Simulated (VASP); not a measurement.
Input of a VASP 6.6.1 run:

The input INCAR:

```
PREC     = Accurate       # precision mode
ENCUT    = 520            # plane-wave cutoff, eV
EDIFF    = 1E-6           # SCF threshold, eV
ISMEAR   = 0              # smearing method
SIGMA    = 0.1            # smearing width, eV
LREAL    = F              # projectors in reciprocal space
LASPH    = T              # aspherical terms in the spheres
NELM     = 100            # most SCF steps
ALGO     = Normal         # electronic algorithm
ISIF     = 2              # what is computed and relaxed
LWAVE    = F              # write WAVECAR
LCHARG   = F              # write CHGCAR
LDIPOL   = T            
IDIPOL   = 3            
DIPOL    = 0.5 0.5 0.294
GGA      = PE             # functional
NBANDS   = 30             # bands
```

KPOINTS

```
Automatic mesh
0
Gamma
  10 10 1
```

POSCAR

```
Ga3N
1.0
    4.7922257101      0.0000000000      0.0000000000
    0.0000000000      4.7922257101      0.0000000000
    0.0000000000      0.0000000000     23.8000000000
Ga N
3 1
Direct
    0.0000000000      0.5000000000      0.2941176471
    0.5000000000      0.0000000000      0.2941176471
    0.5000000000      0.5000000000      0.2941176471
    0.0000000000      0.0000000000      0.2941176471
```

Potentials or basis: VASP PAW PBE potentials, release 64 (Ga_d, N).

Run with:

```console
$ cat potpaw_PBE.64/Ga_d/POTCAR potpaw_PBE.64/N/POTCAR > POTCAR
$ mpirun -np 1 vasp_std > vasp.out
```

(1) Estimate the band gap on the k mesh.

Results:

(1) zero (band 22 reaches -2.56 eV, above the bottom of band 23 at -3.67 eV).
